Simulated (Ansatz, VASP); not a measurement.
# ZnSiP2: VASP beside Ansatz

```
CELL_PARAMETERS angstrom
-2.68850 2.68850 5.23384
2.68850 -2.68850 5.23384
2.68850 2.68850 -5.23384
ATOMIC_POSITIONS crystal
Zn 0.00000 0.00000 0.00000
Zn 0.75000 0.25000 0.50000
P 0.37500 0.39183 0.51683
P 0.14183 0.62500 0.01683
P 0.87500 0.85817 0.48317
P 0.60817 0.12500 0.98317
Si 0.50000 0.50000 0.00000
Si 0.25000 0.75000 0.50000
```

Alike in both runs: task single point; functional PBE; k mesh 6 × 6 × 6; no spin polarisation.

|  | VASP | Ansatz |
| --- | --- | --- |
| version | VASP 6.6.1 | Ansatz 0.2.0 |
| potentials or method | VASP PAW PBE potentials, release 64 (Zn, P, Si) | plane waves, PAW |
| plane-wave cutoff (eV) | 500 | 420 |
| occupations | gaussian, width 0.01 eV | fixed |
| valence electrons in the cell | 52 | 52 |

```tsv
	VASP	Ansatz	Ansatz less VASP
gap on the k mesh at the Fermi level (eV)	1.32	1.31	-0.003
pressure (GPa)	2.0	2.0	0.00
rms of the force components (eV/Å)	0.006	0.007	+0.0014
```
